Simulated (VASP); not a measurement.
Wanted: the native input for a VASP 6.6.1 run.

```yaml
Task: single point
Functional: PBE
Potentials_or_basis: VASP PAW PBE potentials, release 64 (C_h)
Cutoff: 1300 eV
k_mesh: 12 × 12 × 12
Occupations: gaussian, width 0.05 eV
Spin: no spin polarisation
Dipole_correction: no
Further_INCAR_settings: ALGO = Normal; EDIFF = 1e-06; NBANDS = 11
```

The structure of C lies in POSCAR:

```
C
1.0
    0.9436570120      2.3591425301      2.3591425301
    2.3591425301      0.9436570120      2.3591425301
    2.3591425301      2.3591425301      0.9436570120
C
2
Direct
    0.5000000000      0.5000000000      0.5000000000
    0.7500000000      0.7500000000      0.7500000000
```

This cell differs from its parent crystal: ratio of the length along [111] to the lengths across it x 2.0, volume and fractional coordinates fixed.

These files were run (other wordings do the same):

INCAR

```
SYSTEM = C
ALGO = Normal ; EDIFF = 1E-6
ENCUT = 1300 ; GGA = PE
GGA_COMPAT = .FALSE. ; ISIF = 2
ISMEAR = 0 ; LASPH = .TRUE.
LCHARG = .TRUE. ; LELF = .TRUE.
LREAL = .FALSE. ; LVHAR = .TRUE.
LWAVE = .FALSE. ; NBANDS = 11
NELM = 120 ; PREC = Accurate
SIGMA = 0.05
```

KPOINTS

```
k-points
0
G
  12 12 12
  0 0 0
```

Potentials or basis: VASP PAW PBE potentials, release 64 (C_h).

Launch:

```sh
$ cat potpaw_PBE.64/C_h/POTCAR > POTCAR
$ mpirun -np 1 vasp_std > vasp.out
```

Results of the run:

```
Pressure               : 148.3 GPa
Largest force          : 0.242 eV/Å
Band gap on the k mesh : zero (bands 4 and 5 overlap by 6.67 eV)
```

Caveat: the cell stands under pressure; this functional lacks dispersion, which binds layers or chains, so the pressure and a relaxed spacing across them are unreliable.

Wall time 2.8 min on 1 thread of Intel(R) Xeon(R) Platinum 8259CL CPU @ 2.50GHz (Skylake/Cascade Lake) (shared host), peak memory 0.26 GiB.
